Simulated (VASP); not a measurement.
Crystal: Si.

```
CELL_PARAMETERS angstrom
0.00000 2.72185 2.72185
2.72185 0.00000 2.72185
2.72185 2.72185 0.00000
ATOMIC_POSITIONS crystal
Si 0.25000 0.25000 0.25000
Si 0.00000 0.00000 0.00000
```

Base run:

| Item | Value |
| --- | --- |
| Program | VASP 6.6.1 |
| Functional | LDA |
| Potentials or basis | VASP PAW LDA potentials, release 64 (Si) |
| Cutoff | 500 eV |
| k mesh | 7 × 7 × 7 |
| Occupations | gaussian, width 0.01 eV |
| Spin | no spin polarisation |

Its results: band gap on the k mesh 0.48 eV, indirect (least direct gap 2.52 eV); pressure -2.1 GPa.

Q: The run is repeated on the same cell with these changes: functional from LDA to r2SCAN; potentials or basis from VASP PAW LDA potentials, release 64 (Si) to VASP PAW PBE potentials, release 64 (Si); cutoff from 500 eV to 550 eV. What comes out?

A: Band gap on the k mesh 0.79 eV, indirect (least direct gap 2.75 eV); pressure -0.2 GPa.

Caveats: the PAW data sets were made with another functional, which shifts forces and pressure a little (some runs).

A k mesh can miss the band edges.
